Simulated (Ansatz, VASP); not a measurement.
# One calculation of Na, two programs

```
Na
1.0
    -2.11750    2.11750    2.17044
     2.11750   -2.11750    2.17044
     2.11750    2.11750   -2.17044
Na
1
Direct
  0.00000 0.00000 0.00000
```

Change from the starting cell: strain +0.000 along x and y, +0.025 along z, atoms carried along.

Alike in both runs: task single point; functional PBEsol; k mesh 16 × 16 × 16; occupations gaussian, width 0.15 eV; no spin polarisation.

|  | VASP | Ansatz |
| --- | --- | --- |
| version | VASP 6.6.1 | Ansatz 0.2.0 |
| potentials or method | VASP PAW PBE potentials, release 64 (Na_pv), cutoff 520 eV | scalar-relativistic, plane waves, PAW |
| valence electrons in the cell | 7 | 9 |

```csv
,VASP,Ansatz,Ansatz less VASP
gap on the k mesh at the Fermi level (eV),none,none,-
pressure (GPa),-0.4,-0.5,-0.04
```

VASP's potentials were made for PBE, not for PBEsol. A gap of «none» marks a metal or a gap that the smearing closes. The functional is the same, so the differences come from potentials, cutoffs and numerics. VASP's potentials hold 7 valence electrons a cell and Ansatz's 9, so a difference there can come from the potentials and not from the codes.
